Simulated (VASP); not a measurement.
Wanted: the native input for a VASP 6.6.1 run.

| Item | Value |
| --- | --- |
| Task | relaxation of the atoms |
| Functional | r2SCAN |
| Potentials or basis | VASP PAW PBE potentials, release 64 (Al, N) |
| Cutoff | 520 eV |
| k mesh | 8 × 8 × 8 |
| Occupations | gaussian, width 0.05 eV |
| Spin | no spin polarisation |
| Dipole correction | no |
| Further INCAR settings | ALGO = Normal; EDIFF = 1e-06; IBRION = 2; EDIFFG = -0.01; NSW = 100 |

The system is AlN.

```xyz
2
Lattice="0.1149 1.9535 2.0598 2.0085 -0.0808 2.2555 2.1125 2.2532 -0.1848" Properties=species:S:1:pos:R:3 pbc="T T T"
Al   -0.1155   -0.0765   -0.0869
N     3.2924    3.1708    3.1848
```

These files were run (other wordings do the same):

POSCAR

```
AlN
1.0
    0.1148943049      1.9534918368      2.0597957491
    2.0085114331     -0.0808049681      2.2554950220
    2.1124768164      2.2531564930     -0.1847703514
Al N
1 1
Direct
   -0.0112763166     -0.0303067994     -0.0252449388
    0.7612763166      0.7803067994      0.7752449388
```

INCAR.step1

```
ALGO = Normal ; EDIFF = 1E-4
ENCUT = 520 ; GGA = PE
ISMEAR = 0 ; LASPH = True
LCHARG = False ; LREAL = False
LWAVE = True ; NELM = 100
PREC = Accurate ; SIGMA = 0.05
```

INCAR.step2

```
ALGO = Normal ; EDIFF = 1E-6
EDIFFG = -0.01 ; ENCUT = 520
IBRION = 2 ; ISIF = 2
ISMEAR = 0 ; ISTART = 1
LASPH = True ; LCHARG = False
LMIXTAU = True ; LREAL = False
LWAVE = False ; METAGGA = R2SCAN
NELM = 100 ; NSW = 100
PREC = Accurate ; SIGMA = 0.05
```

KPOINTS

```
k-points
0
Gamma
  8 8 8
```

Potentials or basis: VASP PAW PBE potentials, release 64 (Al, N).

Run with:

```sh
$ cat potpaw_PBE.64/Al/POTCAR potpaw_PBE.64/N/POTCAR > POTCAR
$ cp INCAR.step1 INCAR
$ mpirun -np 1 vasp_std > vasp.out
$ cp INCAR.step2 INCAR
$ mpirun -np 1 vasp_std > vasp.out
```

It gave:

```json
{"Energy gained by relaxing": "859.7 meV/atom", "Ionic steps": "22", "Pressure after relaxing": "-12.0 GPa", "Largest force after relaxing": "0.007 eV/Å", "Band gap on the k mesh": "1.25 eV (least direct gap 2.64 eV)"}
```

Caveat: the PAW data sets were made with another functional, which shifts forces and pressure a little.

It took 10 min on 1 thread of Intel(R) Xeon(R) 6975P-C (Granite Rapids) (shared host), peak memory 0.16 GiB.
